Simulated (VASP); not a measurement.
# Sc (P6_3/mmc) in VASP: a series of runs

Runs on Sc. Level: r2SCAN. Tasks: single point.

Everything below comes from runs of VASP 6.6.1. Logs are shortened: lines on timing, memory, paths and dates and some standing lists are left out, and cuts for length are marked.

## Step 1: The cell of the first run

Symmetry: P6_3/mmc, No. 194, hexagonal system. Conventional cell: a = 3.330 Å, b = 3.330 Å, c = 5.189 Å, α = 90.00°, β = 90.00°, γ = 120.00°. Within 4.2 Å of Sc (site symmetry -6m2) lie 12 Sc at 3.23 to 3.33 Å.

## Step 2: Single point, r2SCAN

File POSCAR:

```
Sc
1.0
    3.3304880426      0.0000000000      0.0000000000
   -1.6652440213      2.8842872519      0.0000000000
    0.0000000000      0.0000000000      5.1894690253
Sc
2
Direct
    0.3333333333      0.6666666667      0.2500000000
    0.6666666667      0.3333333333      0.7500000000
```

File INCAR.step1:

```
PREC = Accurate ; ENCUT = 520
ISMEAR = 0 ; SIGMA = 0.1
LREAL = F ; LASPH = T
NELM = 80 ; NBANDS = 18
GGA = PE ; ALGO = Normal
EDIFF = 1E-4 ; LWAVE = T
LCHARG = F
```

File INCAR.step2:

```
PREC = Accurate ; ENCUT = 520
EDIFF = 1E-6 ; ISMEAR = 0
SIGMA = 0.1 ; LREAL = F
LASPH = T ; NELM = 80
ALGO = Normal ; ISIF = 2
LWAVE = F ; LCHARG = F
METAGGA = R2SCAN ; LMIXTAU = T
NBANDS = 18 ; ISTART = 1
```

File KPOINTS:

```
Automatic mesh
0
Gamma
  21 21 10
```

Potentials or basis: VASP PAW PBE potentials, release 64 (Sc_sv).

On the command line:

```console
$ cat potpaw_PBE.64/Sc_sv/POTCAR > POTCAR
$ cp INCAR.step1 INCAR
$ mpirun -np 1 vasp_std > vasp.out
$ cp INCAR.step2 INCAR
$ mpirun -np 1 vasp_std > vasp.out
```

OUTCAR:

```text
PREC = Accurate
   ENCUT = 520
   EDIFF = 1E-6
   ISMEAR = 0
   LREAL = F
   LASPH = T
   NELM = 80
   ISIF = 2
   METAGGA = R2SCAN
   ISTART = 1

 ion  position               nearest neighbor table
   1  0.333  0.667  0.250-   2 3.23   2 3.23   2 3.23   2 3.23   2 3.23   2 3.23
   2  0.667  0.333  0.750-   1 3.23   1 3.23   1 3.23   1 3.23   1 3.23   1 3.23

  LATTYP: Found a hexagonal cell.
 ALAT       =     3.3304880426
 C/A-ratio  =     1.5581707422

  Lattice vectors:

 A1 = (   3.3304880426,   0.0000000000,   0.0000000000)
 A2 = (  -1.6652440213,   2.8842872519,   0.0000000000)
 A3 = (   0.0000000000,   0.0000000000,   5.1894690253)

Analysis of symmetry for initial positions (statically):
=====================================================================
 Subroutine PRICEL returns:
 Original cell was already a primitive cell.

 Routine SETGRP: Setting up the symmetry group for a
 hexagonal supercell.

 Subroutine GETGRP returns: Found 24 space group operations
 (whereof 12 operations were pure point group operations)
 out of a pool of 24 trial point group operations.

The static configuration has the point symmetry D_3d.
 The point group associated with its full space group is D_6h.

Analysis of symmetry for dynamics (positions and initial velocities):
=====================================================================
 Subroutine PRICEL returns:
 Original cell was already a primitive cell.

 Routine SETGRP: Setting up the symmetry group for a
 hexagonal supercell.

 Subroutine GETGRP returns: Found 24 space group operations
 (whereof 12 operations were pure point group operations)
 out of a pool of 24 trial point group operations.

The dynamic configuration has the point symmetry D_3d.
 The point group associated with its full space group is D_6h.

 Subroutine INISYM returns: Found 24 space group operations
 (whereof 12 operations are pure point group operations),
 and found     1 'primitive' translations

----------------------------------------------------------------------------------------

                                     Primitive cell

  volume of cell :      49.8505

  direct lattice vectors                    reciprocal lattice vectors
     3.330488043  0.000000000  0.000000000     0.300256295  0.173353053  0.000000000
    -1.665244021  2.884287252  0.000000000     0.000000000  0.346706105  0.000000000
     0.000000000  0.000000000  5.189469025     0.000000000  0.000000000  0.192697942

  length of vectors
     3.330488043  3.330488043  5.189469025     0.346706105  0.346706105  0.192697942

  position of ions in fractional coordinates (direct lattice)
     0.333333333  0.666666667  0.250000000
     0.666666667  0.333333333  0.750000000

  ion indices of the primitive-cell ions
   primitive index   ion index
                 1           1
                 2           2

----------------------------------------------------------------------------------------

 KPOINTS: Automatic mesh

Automatic generation of k-mesh.
 Grid dimensions read from file:
 generate k-points for:   21   21   10

 Generating k-lattice:

  Cartesian coordinates                     Fractional coordinates (reciprocal lattice)
     0.014297919  0.008254907  0.000000000     0.047619048 -0.000000000  0.000000000
     0.000000000  0.016509815  0.000000000     0.000000000  0.047619048  0.000000000
     0.000000000  0.000000000  0.019269794     0.000000000  0.000000000  0.100000000

  Length of vectors
     0.016509815  0.016509815  0.019269794

  Shift w.r.t. Gamma in fractional coordinates (k-lattice)
     0.000000000  0.000000000  0.000000000

 Subroutine IBZKPT returns following result:
 ===========================================

 Found    288 irreducible k-points:

 Following reciprocal coordinates:
            Coordinates               Weight
  0.000000  0.000000  0.000000      1.000000
  0.047619 -0.000000  0.000000      6.000000
  0.095238 -0.000000  0.000000      6.000000
  0.142857  0.000000  0.000000      6.000000
  0.190476 -0.000000  0.000000      6.000000
  0.238095 -0.000000  0.000000      6.000000
[... 16 lines left out ...]
  0.142857  0.095238  0.000000     12.000000
  0.190476  0.095238  0.000000     12.000000
 [... further k-points ...]
   k-points           NKPTS =    288   k-points in BZ     NKDIM =    288   number of bands    NBANDS=     18
   number of dos      NEDOS =    301   number of ions     NIONS =      2
   total plane-waves  NPLWV =  31360
   dimension x,y,z NGX =    28 NGY =   28 NGZ =   40
   dimension x,y,z NGXF=    56 NGYF=   56 NGZF=   80
   ions per type =               2
   NGX,Y,Z   is equivalent  to a cutoff of  13.98, 13.98, 12.81 a.u.
   NGXF,Y,Z  is equivalent  to a cutoff of  27.95, 27.95, 25.63 a.u.
 SYSTEM =  unknown system
   PREC   = accura    normal or accurate (medium, high low for compatibility)
   ISTART =      1    job   : 0-new  1-cont  2-samecut
   ICHARG =      0    charge: 1-file 2-atom 10-const
   ISPIN  =      1    spin polarized calculation?
   LNONCOLLINEAR =      F non collinear calculations
   LSORBIT =      F    spin-orbit coupling
   LASPH  =      T    aspherical Exc in radial PAW
   ENCUT  =  520.0 eV  38.22 Ry    6.18 a.u.   6.19  6.19  9.65*2*pi/ulx,y,z
   NELM   =     80;   NELMIN=  2; NELMDL=  0     # of ELM steps
   EDIFF  = 0.1E-05   stopping-criterion for ELM
   LREAL  =      F    real-space projection
   EDIFFG = 0.1E-04   stopping-criterion for IOM
   NSW    =      0    number of steps for IOM
   IBRION =     -1    ionic relax: 0-MD 1-quasi-New 2-CG
   NFREE  =      0    steps in history (QN), initial steepest desc. (CG)
   ISIF   =      2    stress and relaxation
   ISYM   =      2    0-nonsym 1-usesym 2-fastsym
   POTIM  = 0.5000    time-step for ionic-motion
   TEBEG  =    0.0;   TEEND  =   0.0 temperature during run
   PSTRESS=    0.0 pullay stress
   NELECT =      22.0000    total number of electrons
   NUPDOWN=      -1.0000    fix difference up-down
   EMIN   =  10.00;   EMAX   =-10.00  energy-range for DOS
   EFERMI =   0.00;   METHOD = LEGACY
   ISMEAR =     0;   SIGMA  =   0.10  broadening in eV -4-tet -1-fermi 0-gaus
   EFERMI_NEDOS =   21; number of points for ismear=-14 and -15
   IALGO  =     38    algorithm
   IMIX   =      4    mixing-type and parameters
     AMIX     =   0.40;   BMIX     =  1.00
     AMIX_MAG =   1.60;   BMIX_MAG =  1.00
  volume/ion in A,a.u.               =      24.93       168.20
  Fermi-wavevector in a.u.,A,eV,Ry     =   1.246405  2.355364 21.137007  1.553526
  Thomas-Fermi vector in A             =   2.380584
   LORBIT       =      0    0 simple, 1 ext, 2 COOP (PROOUT), +10 PAW based schemes
   METAGGA = R2SCAN    functional components
   LHFCALC =     F    Hartree Fock is set to
   AEXX    =    0.0000 exact exchange contribution
   IVDW    =     0    specifies the selected vdW correction
   LEPSILON=     F    determine dielectric tensor
   LRPA    =     F    only Hartree local field effects (RPA)
 non-spin polarized calculation
 Gauss-broadening in eV      SIGMA  =   0.10
  energy-cutoff  :      520.00
  volume of cell :       49.85
 maximum number of plane-waves:      1363
 NGX is ok and might be reduce to    28
   NGX = 13   NGY = 13   NGZ = 19

 number of electron      21.9999996 magnetization

 Free energy of the ion-electron system (eV)
  ---------------------------------------------------
  ext. energy  EPLUGINS =         0.00000000
  ---------------------------------------------------
  free energy    TOTEN  =       -22.72135219 eV

  energy without entropy =      -22.70093429  energy(sigma->0) =      -22.71114324

 E-fermi :   3.6529     XC(G=0): -10.5565

 val. band max:        3.6455477129   @ k =   0.4286   0.1429   0.4000
 cond. band min:       3.6611487406   @ k =   0.1429   0.0952   0.2000
 fundamental gap:      0.0156010276
 Fermi energy:         3.6529343808

 k-point     1 :       0.0000    0.0000    0.0000
  band No.  band energies     occupation
      1     -47.8933      2.00000
      2     -47.8227      2.00000
      3     -25.7527      2.00000
      4     -25.4027      2.00000
      5     -25.4027      2.00000
      6     -25.3372      2.00000
[... 10 lines left out ...]
     17       6.2191      0.00000
     18       6.2191      0.00000

 k-point     2 :       0.0476   -0.0000    0.0000
  band No.  band energies     occupation
      1     -47.8923      2.00000
      2     -47.8223      2.00000
      3     -25.7497      2.00000
      4     -25.4084      2.00000
      5     -25.4047      2.00000
      6     -25.3432      2.00000
[... 10 lines left out ...]
     17       6.1727      0.00000
     18       6.1856      0.00000

 k-point     3 :       0.0952   -0.0000    0.0000
  band No.  band energies     occupation
      1     -47.8891      2.00000
      2     -47.8213      2.00000
      3     -25.7408      2.00000
      4     -25.4252      2.00000
      5     -25.4105      2.00000
      6     -25.3607      2.00000
[... 10 lines left out ...]
     17       6.0578      0.00000
     18       6.0941      0.00000

 k-point     4 :       0.1429    0.0000    0.0000
  band No.  band energies     occupation
      1     -47.8842      2.00000
      2     -47.8197      2.00000
      3     -25.7264      2.00000
      4     -25.4515      2.00000
      5     -25.4194      2.00000
      6     -25.3878      2.00000
[... 10 lines left out ...]
     17       6.1196      0.00000
     18       6.2095      0.00000

 k-point     5 :       0.1905   -0.0000    0.0000
  band No.  band energies     occupation
      1     -47.8777      2.00000
      2     -47.8179      2.00000
      3     -25.7072      2.00000
      4     -25.4854      2.00000
      5     -25.4304      2.00000
      6     -25.4218      2.00000
[... 10 lines left out ...]
     17       6.3072      0.00000
     18       6.4173      0.00000

 k-point     6 :       0.2381   -0.0000    0.0000
  band No.  band energies     occupation
      1     -47.8702      2.00000
      2     -47.8161      2.00000
      3     -25.6842      2.00000
      4     -25.5238      2.00000
      5     -25.4592      2.00000
      6     -25.4426      2.00000
[... 10 lines left out ...]
     17       6.5242      0.00000
     18       6.6643      0.00000

 k-point     7 :       0.2857    0.0000    0.0000
  band No.  band energies     occupation
      1     -47.8621      2.00000
      2     -47.8145      2.00000
      3     -25.6585      2.00000
      4     -25.5634      2.00000
      5     -25.4966      2.00000
      6     -25.4547      2.00000
[... 10 lines left out ...]
     17       6.7765      0.00000
     18       6.9347      0.00000

 k-point     8 :       0.3333    0.0000    0.0000
  band No.  band energies     occupation
      1     -47.8541      2.00000
      2     -47.8136      2.00000
      3     -25.6316      2.00000
      4     -25.6006      2.00000
      5     -25.5309      2.00000
      6     -25.4658      2.00000
[... 10 lines left out ...]
     17       7.0712      0.00000
     18       7.2096      0.00000
[... 229 lines left out ...]
     17       7.4515      0.00000
     18       7.7618      0.00000

 k-point    20 :       0.4286    0.0476    0.0000
  band No.  band energies     occupation
      1     -47.8386      2.00000
      2     -47.8140      2.00000
      3     -25.6603      2.00000
      4     -25.5846      2.00000
      5     -25.5735      2.00000
      6     -25.4867      2.00000
[... 10 lines left out ...]
     17       7.7142      0.00000
     18       7.9531      0.00000

 k-point    21 :       0.4762    0.0476    0.0000
  band No.  band energies     occupation
      1     -47.8369      2.00000
      2     -47.8143      2.00000
      3     -25.6662      2.00000
      4     -25.5896      2.00000
      5     -25.5662      2.00000
      6     -25.4886      2.00000
[... 10 lines left out ...]
     17       7.8197      0.00000
     18       7.9552      0.00000

 k-point    22 :       0.0952    0.0952    0.0000
  band No.  band energies     occupation
      1     -47.8813      2.00000
      2     -47.8189      2.00000
      3     -25.7180      2.00000
      4     -25.4610      2.00000
      5     -25.4366      2.00000
      6     -25.3926      2.00000
[... 10 lines left out ...]
     17       6.1247      0.00000
     18       6.3570      0.00000

 k-point    23 :       0.1429    0.0952    0.0000
  band No.  band energies     occupation
      1     -47.8750      2.00000
      2     -47.8172      2.00000
      3     -25.6993      2.00000
      4     -25.4894      2.00000
      5     -25.4616      2.00000
      6     -25.4116      2.00000
[... 10 lines left out ...]
     17       6.2634      0.00000
     18       6.5902      0.00000

 k-point    24 :       0.1905    0.0952    0.0000
  band No.  band energies     occupation
      1     -47.8678      2.00000
      2     -47.8155      2.00000
      3     -25.6767      2.00000
      4     -25.5241      2.00000
      5     -25.4887      2.00000
      6     -25.4314      2.00000
[... 10 lines left out ...]
     17       6.4653      0.00000
     18       6.8575      0.00000

 [... further k-points ...]

------------------------ aborting loop because EDIFF is reached ----------------------------------------

  FORCE on cell =-STRESS in cart. coord.  units (eV):
  Direction    XX          YY          ZZ          XY          YZ          ZX
  --------------------------------------------------------------------------------------
  -------------------------------------------------------------------------------------
  Total        0.0479661      0.0479661      0.0518940      0.0000000     -0.0000000     -0.0000000
  in kB        1.5416139      1.5416139      1.6678555      0.0000000     -0.0000000     -0.0000000
  external PRESSURE =       1.5836944 kB  Pullay stress =       0.0000000 kB

 VOLUME and BASIS-vectors are now :
 -----------------------------------------------------------------------------
  energy-cutoff  :      520.00
  volume of cell :       49.85
      direct lattice vectors                 reciprocal lattice vectors
     3.330488043  0.000000000  0.000000000     0.300256295  0.173353053  0.000000000
    -1.665244021  2.884287252  0.000000000     0.000000000  0.346706105  0.000000000
     0.000000000  0.000000000  5.189469025     0.000000000  0.000000000  0.192697942

 POSITION                                       TOTAL-FORCE (eV/Angst)
 -----------------------------------------------------------------------------------
     -0.00000      1.92286      1.29737        -0.000000      0.000000      0.000000
      1.66524      0.96143      3.89210         0.000000     -0.000000     -0.000000
 -----------------------------------------------------------------------------------
    total drift:                               -0.000000      0.000000     -0.000000

  FREE ENERGIE OF THE ION-ELECTRON SYSTEM (eV)
  ---------------------------------------------------
  free  energy   TOTEN  =       -22.7213521913 eV

  energy  without entropy=      -22.7009342908  energy(sigma->0) =      -22.71114324
```

Run time: 6.3 min. Hardware: 1 thread of Intel Xeon 6975P-C (Granite Rapids), shared host; peak memory 0.34 GiB.

Results:

```yaml
Free_energy: -22.7214 eV
Pressure: 0.2 GPa
Band_gap_on_the_k_mesh: zero (bands 11 and 12 overlap by 1.57 eV)
```

Levels at points of the mesh, in eV from the Fermi level:
| k point | band 7 | band 8 | band 9 | band 10 | band 11 | band 12 | band 13 | band 14 | band 15 | band 16 |
| --- | --- | --- | --- | --- | --- | --- | --- | --- | --- | --- |
| (0.00, 0.00, 0.00) | -28.99 | -28.97 | -5.48 | -1.68 | 0.44 | 1.79 | 1.79 | 2.07 | 2.27 | 2.27 |
| (0.00, 0.00, 0.50) | -29.02 | -29.02 | -3.86 | -3.86 | 1.10 | 1.10 | 1.71 | 1.71 | 1.71 | 1.71 |

Caveat: the PAW data sets were made with another functional, which shifts forces and pressure a little.

(Continued in part 2 of 2.)
